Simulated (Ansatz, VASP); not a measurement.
Two plane-wave programs on Ti

```
CELL_PARAMETERS angstrom
-2.90044 0.00000 0.00000
0.00000 5.02370 0.00000
1.45022 -2.51185 -4.59099
ATOMIC_POSITIONS crystal
Ti 0.87500 0.20833 0.75000
Ti 0.37500 0.70833 0.75000
Ti 0.12500 0.79167 0.25000
Ti 0.62500 0.29167 0.25000
```

Alike in both runs: task single point; functional PBEsol; k mesh 12 × 12 × 12; occupations gaussian, width 0.15 eV; no spin polarisation.

```csv
,VASP,Ansatz
version,VASP 6.6.1,Ansatz 0.2.0
potentials or method,"VASP PAW PBE potentials, release 64 (Ti_sv), cutoff 520 eV","scalar-relativistic, plane waves, PAW"
valence electrons in the cell,48,48
```

VASP gave:

* gap on the k mesh at the Fermi level (eV): none
* pressure (GPa): -0.3

Estimate Ansatz's values.

gap on the k mesh at the Fermi level (eV): none; pressure (GPa): 0.0.

VASP's potentials were made for PBE, not for PBEsol. A gap of «none» marks a metal or a gap that the smearing closes.
